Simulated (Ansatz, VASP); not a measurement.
**Bi2Te3: VASP beside Ansatz**

```
Bi Te
1.0
     2.23601    1.29096   10.36505
    -2.23601    1.29096   10.36505
     0.00000   -2.58192   10.36505
Bi Te
2 3
Direct
  0.40000 0.40000 0.40000
  0.60000 0.60000 0.60000
  0.00000 0.00000 0.00000
  0.20950 0.20950 0.20950
  0.79050 0.79050 0.79050
```

Change from the starting cell: volume scaled by 1.06, PAW files.

Alike in both runs: task electric field gradients; functional PBE; k mesh 7 × 7 × 7; occupations fermi-dirac, width 0.08 eV; no spin polarisation.

|  | VASP | Ansatz |
| --- | --- | --- |
| version | VASP 6.6.1 | Ansatz 0.2.0 |
| potentials or method | VASP PAW PBE potentials, release 64 (Bi_d, Te) | PAW with Ansatz's default frozen-core files, scalar-relativistic |
| plane-wave cutoff (eV) | 520 | 420 |
| valence electrons in the cell | 48 | 78 |

VASP gave:

- pressure (GPa): -1.0
- traceless stress, the component that is largest in VASP (GPa): -0.24
- rms of the force components (eV/Å): 0.147
- size of Vzz on the site where it differs most (V/Å²): 93.9

Which values does Ansatz return?

Pressure (GPa): -0.9; traceless stress, the component that is largest in VASP (GPa): -0.25; rms of the force components (eV/Å): 0.152; size of Vzz on the site where it differs most (V/Å²): 98.8.

Atom by atom the forces differ by 0.004 eV/Å (rms over components). VASP's potentials hold 48 valence electrons a cell and Ansatz's 78, so a difference there can come from the potentials and not from the codes.

Spin-orbit coupling is off throughout.
